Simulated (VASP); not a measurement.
Sc, 1 atom in the cell. Symmetry: Pm-3m, No. 221, cubic system. The conventional cell has a = 2.975 Å, b = 2.975 Å, c = 2.975 Å, α = 90.00°, β = 90.00°, γ = 90.00°. Sc (site symmetry m-3m) has 6 Sc at 2.97 Å within 3.9 Å. 

| Property | Result |
| --- | --- |
| Program | VASP 6.6.1 |
| Task | single point |
| Functional | PBE |
| Potentials or basis | VASP PAW PBE potentials, release 64 (Sc_sv) |
| Cutoff | 500 eV |
| k mesh | 10 × 10 × 10 |
| Occupations | fermi-dirac, width 0.05 eV |
| Spin | collinear spin, ferromagnetic start |
| Starting moments | [1.0] μB |
| Dipole correction | no |
| Further INCAR settings | ALGO = Normal; EDIFF = 1e-06; NBANDS = 16 |

Potentials or basis: VASP PAW PBE potentials, release 64 (Sc_sv).

The run is started by

```sh
$ cat potpaw_PBE.64/Sc_sv/POTCAR > POTCAR
$ mpirun -np 1 vasp_std > vasp.out
```

Hardware: 1 thread of Intel(R) Xeon(R) 6975P-C (Granite Rapids), with other jobs on the host.

Q: How long does it take, and how much memory?

A: Run time: 13 s on 1 thread of Intel(R) Xeon(R) 6975P-C (Granite Rapids), on a shared host, peak memory 0.16 GiB. Counts: scf iterations 13, k points 56.
